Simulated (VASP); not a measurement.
Wanted: the native input for a VASP 6.6.1 run.

| Property | Result |
| --- | --- |
| Task | single point |
| Functional | PBE |
| Potentials or basis | VASP PAW PBE potentials, release 64 (Be, Sn_d, Cl) |
| Cutoff | 520 eV |
| k mesh | 4 × 4 × 2 |
| Occupations | gaussian, width 0.1 eV |
| Spin | no spin polarisation |
| Dipole correction | no |
| Further INCAR settings | ALGO = Normal; EDIFF = 1e-06; NBANDS = 36 |

The structure of Be5Sn2Cl2 lies in POSCAR:

```
Be5Sn2Cl2
1.0
    3.9825502400      0.0000000000      0.0000000000
    0.0000000000      3.9825502400      0.0000000000
    0.0000000000      0.0000000000      8.1112997300
Be Sn Cl
5 2 2
Direct
    0.0000000000      0.5000000000      0.7673884600
    0.0000000000      0.5000000000      0.2326115400
    0.5000000000      0.5000000000      0.5000000000
    0.5000000000      0.0000000000      0.7673884600
    0.5000000000      0.0000000000      0.2326115400
    0.0000000000      0.0000000000      0.0000000000
    0.0000000000      0.0000000000      0.5000000000
    0.5000000000      0.5000000000      0.7368544300
    0.5000000000      0.5000000000      0.2631455700
```

One way to write it, as run:

INCAR

```
  PREC = Accurate
  ENCUT = 520
  EDIFF = 1E-6
  ISMEAR = 0
  SIGMA = 0.1
  LREAL = False
  LASPH = True
  NELM = 80
  ALGO = Normal
  ISIF = 2
  LWAVE = False
  LCHARG = True
  GGA = PE
  LELF = True
  LVHAR = True
  NBANDS = 36
```

KPOINTS

```
regular mesh
0
Gamma
  4 4 2
```

Potentials or basis: VASP PAW PBE potentials, release 64 (Be, Sn_d, Cl).

The run is started by

```console
$ cat potpaw_PBE.64/Be/POTCAR potpaw_PBE.64/Sn_d/POTCAR potpaw_PBE.64/Cl/POTCAR > POTCAR
$ mpirun -np 1 vasp_std > vasp.out
```

Results of the run:

| Item | Value |
| --- | --- |
| Pressure | 12.0 GPa |
| Largest force | 0.675 eV/Å |
| Band gap on the k mesh | zero (band 26 reaches 8.97 eV, above the bottom of band 27 at 8.24 eV) |

Caveat: the k points lie up to 0.39 Å⁻¹ apart; spin-orbit coupling is left out, which moves the levels of the heavy elements.

Wall time 35 s on 1 thread of AMD EPYC 9R45 96-Core Processor (Zen 5) (shared host), peak memory 0.2 GiB.
